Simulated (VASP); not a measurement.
A run of VASP 6.6.1 is set up as follows.

File INCAR:

```
SYSTEM = Sn4Se3S
PREC = Accurate
ENCUT = 520
EDIFF = 1E-6
ISMEAR = 0
SIGMA = 0.1
LREAL = .FALSE.
LASPH = .TRUE.
NELM = 80
ALGO = Normal
ISIF = 2
LWAVE = .FALSE.
LCHARG = .FALSE.
GGA = PE
NBANDS = 50
```

Contents of KPOINTS:

```
Automatic mesh
0
G
  4 4 4
  0 0 0
```

The input POSCAR:

```
Sn4Se3S
1.0
    4.3620984553     -4.2495670224      0.0000000000
    4.3620984553      4.2495670224      0.0000000000
   -0.0950008051      0.0000000000      6.2140443970
Sn Se S
4 3 1
Direct
    0.5108515158      0.5108515158      0.4754400766
    0.0059427914      0.5288307856      0.0217325970
    0.0122821963      0.0122821963      0.4708694813
    0.5288307856      0.0059427914      0.0217325970
    0.4884527556      0.9891916836      0.4715065899
    0.4892301260      0.4892301260      0.0235111814
    0.9891916836      0.4884527556      0.4715065899
    0.9768024459      0.9768024459      0.0443325584
```

Potentials or basis: VASP PAW PBE potentials, release 64 (Sn_d, Se, S).

Launch:

```bash
$ cat potpaw_PBE.64/Sn_d/POTCAR potpaw_PBE.64/Se/POTCAR potpaw_PBE.64/S/POTCAR > POTCAR
$ mpirun -np 1 vasp_std > vasp.out
```

**Question.** What does it give for the band gap on the k mesh?

**Answer.** 0.77 eV, indirect (least direct gap 0.79 eV).

**Question.** Estimate the largest force.

**Answer.** 0.027 eV/Å.

Forces in eV/Å, atoms in the order of the input:
```
Sn  -0.010  0.000  0.000
Sn  -0.005 -0.010 -0.013
Sn  -0.011  0.000  0.000
Sn  -0.005  0.010 -0.013
Se   0.011  0.021  0.013
Se  -0.001  0.000 -0.007
Se   0.011 -0.021  0.013
S    0.009  0.000  0.008
```

Caveat: spin-orbit coupling is left out, which moves the levels of the heavy elements. A k mesh can miss the band edges.
